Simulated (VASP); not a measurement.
## KBr: elastic constants with PBEsol

Crystal: KBr.

```xyz
2
Lattice="0.0000 3.3000 3.3000 3.3000 0.0000 3.3000 3.3000 3.3000 0.0000" Properties=species:S:1:pos:R:3 pbc="T T T"
Br    3.3000    3.3000    3.3000
K     0.0000    0.0000    0.0000
```

```
Program                   : VASP 6.6.1
Task                      : elastic constants
Functional                : PBEsol
Potentials or basis       : VASP PAW PBE potentials, release 64 (Br, K_sv)
Cutoff                    : 600 eV
k mesh                    : 5 × 5 × 5
Occupations               : fermi-dirac, width 0.05 eV
Spin                      : no spin polarisation
Dipole correction         : no
Ions in elastic constants : relaxed
Further INCAR settings    : ALGO = Normal; EDIFF = 1e-08; NBANDS = 15; IBRION = 6; POTIM = 0.015; NSW = 1; ISIF = 3
```

```yaml
Elastic_constants_C11_C12_C44: 33, 5, 5 GPa
Voigt_bulk_modulus: 14 GPa
Highest_phonon_frequency_at_Γ_LO-TO_splitting_left_out: 107 cm⁻¹
```

Phonon frequencies in cm⁻¹ (negative: imaginary):
| q point | frequencies |
| --- | --- |
| (0.000, 0.000, 0.000) | 0 0 0 107 107 107 |

Elastic tensor in Voigt notation (GPa, in the Cartesian axes of the cell as first typed):
```
33  5  5  0  0  0
 5 33  5  0  0  0
 5  5 33  0  0  0
 0  0  0  5  0  0
 0  0  0  0  5  0
 0  0  0  0  0  5
```

Clamped-ion elastic tensor (GPa):
```
33  5  5  0  0  0
 5 33  5  0  0  0
 5  5 33  0  0  0
 0  0  0  5  0  0
 0  0  0  0  5  0
 0  0  0  0  0  5
```

It took 7.5 min on 1 thread of Intel(R) Xeon(R) Platinum 8259CL CPU @ 2.50GHz (Skylake/Cascade Lake), with other jobs on the host, peak memory 0.3 GiB.

Caveat: the PAW data sets were made with another functional, which shifts forces and pressure a little.
